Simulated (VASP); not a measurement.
Wanted: the native input for a VASP 6.6.1 run.

```
Task                   : single point
Functional             : PBE
Potentials or basis    : VASP PAW PBE potentials, release 64 (O, Sr_sv, Te)
Cutoff                 : 520 eV
k mesh                 : 6 × 6 × 4
Occupations            : fermi-dirac, width 0.02 eV
Spin                   : no spin polarisation
Dipole correction      : no
Further INCAR settings : ALGO = Normal; EDIFF = 1e-06; NBANDS = 24
```

The structure of Sr2TeO lies in POSCAR:

```
Sr2TeO
1.0
    4.3563053191      0.0000000000      0.0000000000
    0.0000000000      4.3563053191      0.0000000000
    0.0000000000      0.0000000000      6.1723914998
O Sr Te
1 2 1
Direct
    0.0000000000      0.0000000000      0.0000000000
    0.0000000000      0.0000000000      0.5000000000
    0.5000000000      0.5000000000      0.0000000000
    0.5000000000      0.5000000000      0.5000000000
```

These files were run (other wordings do the same):

INCAR

```
PREC = Accurate ; ENCUT = 520
EDIFF = 1E-6 ; ISMEAR = -1
SIGMA = 0.02 ; LREAL = F
LASPH = T ; NELM = 60
ALGO = Normal ; ISIF = 2
LWAVE = F ; LCHARG = T
GGA = PE ; LELF = T
LVHAR = T ; NBANDS = 24
```

KPOINTS

```
regular mesh
0
Gamma
  6 6 4
```

Potentials or basis: VASP PAW PBE potentials, release 64 (O, Sr_sv, Te).

Launch:

```console
$ cat potpaw_PBE.64/O/POTCAR potpaw_PBE.64/Sr_sv/POTCAR potpaw_PBE.64/Te/POTCAR > POTCAR
$ mpirun -np 1 vasp_std > vasp.out
```

It gave:

```json
{
 "Pressure": "0.6 GPa",
 "Band gap on the k mesh": "1.45 eV"
}
```

Caveat: spin-orbit coupling is left out, which moves the levels of the heavy elements.

Wall time 42 s on 1 thread of AMD EPYC 9R45 96-Core Processor (Zen 5), on a shared host, peak memory 0.23 GiB.
